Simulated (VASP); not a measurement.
La2O3: single point with LDA

La2O3:

```
La O
1.0
     3.88266    0.00000    0.00000
    -1.94133    3.36248    0.00000
     0.00000    0.00000    5.95117
La O
2 3
Direct
  0.66667 0.33333 0.75603
  0.33333 0.66667 0.24397
  0.66667 0.33333 0.35345
  0.33333 0.66667 0.64655
  0.00000 0.00000 0.00000
```

* Program: VASP 6.6.1
* Task: single point
* Functional: LDA
* Potentials or basis: VASP PAW LDA potentials, release 64 (La, O)
* Cutoff: 520 eV
* k mesh: 6 × 6 × 4
* Occupations: fermi-dirac, width 0.02 eV
* Spin: no spin polarisation

```json
{"Pressure": "0.0 GPa", "Largest force": "0.009 eV/Å", "Band gap on the k mesh": "3.73 eV (least direct gap 3.80 eV)"}
```

Forces in eV/Å, atoms in the order of the input:
```
La   0.000  0.000  0.009
La   0.000  0.000 -0.009
O    0.000  0.000 -0.002
O    0.000  0.000  0.002
O    0.000  0.000  0.000
```

Levels at points of the mesh, in eV from the valence-band top:
```csv
k point,band 18,band 19,band 20,band 21,band 22,band 23
"(0.00, 0.00, 0.00)",-0.49,-0.49,-0.20,4.27,4.49,4.49
"(0.50, 0.00, 0.00)",-0.68,-0.42,-0.34,3.78,4.70,5.24
"(0.00, 0.00, 0.50)",-0.93,-0.35,-0.35,4.67,4.67,4.67
"(0.50, 0.00, 0.50)",-0.82,-0.38,0.00,4.42,4.60,5.10
```

Run time: 39 s on 1 thread of Intel(R) Xeon(R) 6975P-C (Granite Rapids), on a shared host, peak memory 0.2 GiB.

Caveat: spin-orbit coupling is left out, which moves the levels of the heavy elements. A k mesh can miss the band edges.
